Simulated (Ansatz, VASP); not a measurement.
**Two plane-wave programs on Zr2W**

The input INCAR:

```
ALGO     = Normal         # electronic algorithm
EDIFF    = 1E-6           # SCF threshold, eV
ENCUT    = 500            # plane-wave cutoff, eV
GGA      = PE             # functional
GGA_COMPAT= F            
ISIF     = 2              # what is computed and relaxed
ISMEAR   = 0              # smearing method
LASPH    = T              # aspherical terms in the spheres
LCHARG   = F              # write CHGCAR
LREAL    = F              # projectors in reciprocal space
LWAVE    = F              # write WAVECAR
NBANDS   = 47             # bands
NELM     = 120            # most SCF steps
PREC     = Accurate       # precision mode
SIGMA    = 0.1            # smearing width, eV
```

File KPOINTS:

```
k-points
0
Gamma
  4 4 6
```

Contents of POSCAR:

```
Zr2W
1.0
    5.4299968256      0.0000000000      0.0000000000
    0.0000000000      5.4299968256      0.0000000000
    0.0000000000      0.0000000000      3.4974663924
Zr W
4 2
Direct
    0.3060000000      0.3060000000      0.0000000000
    0.1940000000      0.8060000000      0.5000000000
    0.6940000000      0.6940000000      0.0000000000
    0.8060000000      0.1940000000      0.5000000000
    0.0000000000      0.0000000000      0.0000000000
    0.5000000000      0.5000000000      0.5000000000
```

Input for Ansatz:

```yaml
crystal:
  lattice:
    - [5.4299968256, 0.0, 0.0]
    - [0.0, 5.4299968256, 0.0]
    - [0.0, 0.0, 3.4974663924]
  atoms:
    - { symbol: Zr, position: [0.306, 0.306, 0.0] }
    - { symbol: Zr, position: [0.194, 0.806, 0.5] }
    - { symbol: Zr, position: [0.694, 0.694, 0.0] }
    - { symbol: Zr, position: [0.806, 0.194, 0.5] }
    - { symbol: W, position: [0.0, 0.0, 0.0] }
    - { symbol: W, position: [0.5, 0.5, 0.5] }
basis:
  ecutwfc: 420
kpoints:
  mp_grid: { grid: [4, 4, 6] }
hamiltonian:
  xc: pbe
scf:
  occupations: { method: gaussian, width: 0.1 }
  lower_state_search: "off"
output:
  forces: true
  stress: true
  eigenvalues: true
```

Alike in both runs: task single point; functional PBE; k mesh 4 × 4 × 6; occupations gaussian, width 0.1 eV; no spin polarisation.

```csv
,VASP,Ansatz
version,VASP 6.6.1,Ansatz 0.2.0
potentials or method,"VASP PAW PBE potentials, release 64 (Zr_sv, W_sv), cutoff 500 eV","scalar-relativistic, plane waves, PAW"
valence electrons in the cell,76,76
```

Ansatz gave:

```
gap on the k mesh at the Fermi level (eV) : none
rms of the force components (eV/Å)        : 1.113
```

Task: What did VASP give for the same quantities?

Result: gap on the k mesh at the Fermi level (eV): none; rms of the force components (eV/Å): 1.172.

Atom by atom the forces differ by 0.059 eV/Å (rms over components). A gap of «none» marks a metal or a gap that the smearing closes.

Neither program's run includes spin-orbit coupling.
